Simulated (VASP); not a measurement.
Runs of VASP 6.6.1 on Si. The structure is that of space group P6_3/mmc (No. 194), or close to it. The cells are those of the table. 

```tsv
cell	gap on the mesh (eV)	pressure (GPa)
a = 2.666, b = 2.666, c = 4.619 Å, angles 90.0, 90.0, 120.0°, 2 atoms	none	-2.4
a = 2.799, b = 2.799, c = 4.619 Å, angles 90.0, 90.0, 120.0°, 2 atoms	none	-9.1
a = 2.732, b = 2.732, c = 4.619 Å, angles 90.0, 90.0, 120.0°, 2 atoms	none	-6.2
a = 2.666, b = 2.666, c = 4.732 Å, angles 90.0, 90.0, 120.0°, 2 atoms	none	(a)
a = 2.732, b = 2.732, c = 4.394 Å, angles 90.0, 90.0, 120.0°, 2 atoms	none	-2.4
a = 2.799, b = 2.799, c = 4.394 Å, angles 90.0, 90.0, 120.0°, 2 atoms	none	(b)
a = 2.799, b = 2.799, c = 4.506 Å, angles 90.0, 90.0, 120.0°, 2 atoms	none	-7.7
a = 2.732, b = 2.732, c = 4.281 Å, angles 90.0, 90.0, 120.0°, 2 atoms	none	0.1
a = 2.732, b = 2.732, c = 4.506 Å, angles 90.0, 90.0, 120.0°, 2 atoms	none	-4.5
a = 2.799, b = 2.799, c = 4.281 Å, angles 90.0, 90.0, 120.0°, 2 atoms	none	-3.8
a = 2.732, b = 2.732, c = 4.732 Å, angles 90.0, 90.0, 120.0°, 2 atoms	none	-7.7
```

Alike in all rows: task single point; level LDA; potentials or basis VASP PAW LDA potentials, release 64 (Si); no spin polarisation; k mesh 24 × 24 × 10; cutoff (eV) 520; smearing gaussian 0.15 eV.

**Question.** Fill in the values left out.

**Answer.** (a) -4.1; (b) -5.9.

A gap of «none» marks levels without a gap at the run's occupations.
